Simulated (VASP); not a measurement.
A run of VASP 6.6.1 is set up as follows.

File INCAR:

```
ALGO = Fast
EDIFF = 1E-7
ENCUT = 520
GGA = PS
ISIF = 2
ISMEAR = 0
LASPH = True
LCHARG = False
LREAL = False
LWAVE = False
NBANDS = 26
NELM = 100
PREC = Accurate
SIGMA = 0.15
```

Contents of KPOINTS:

```
k-points
0
Gamma
  10 10 10
```

The input POSCAR:

```
Al2Cu
1.0
   -2.9965086402      2.9965086402      2.5345000000
    2.9965086402     -2.9965086402      2.5345000000
    2.9965086402      2.9965086402     -2.5345000000
Al Cu
4 2
Direct
    0.1593210787      0.6593210787      0.8186421574
    0.6593210787      0.8406789213      0.5000000000
    0.8406789213      0.3406789213      0.1813578426
    0.3406789213      0.1593210787      0.5000000000
    0.7500000000      0.7500000000      0.0000000000
    0.2500000000      0.2500000000      0.0000000000
```

Potentials or basis: VASP PAW PBE potentials, release 64 (Al, Cu).

Launch:

```bash
$ cat potpaw_PBE.64/Al/POTCAR potpaw_PBE.64/Cu/POTCAR > POTCAR
$ mpirun -np 1 vasp_std > vasp.out
```

Q: Estimate the largest force.

A: 0.156 eV/Å.

Q: What does it give for the pressure?

A: -4.4 GPa.

Stress tensor (GPa, compression positive):
```
-2.57  0.00  0.00
 0.00 -2.57  0.00
 0.00  0.00 -7.98
```

Caveat: the cell stands under tension; the PAW data sets were made with another functional, which shifts forces and pressure a little.
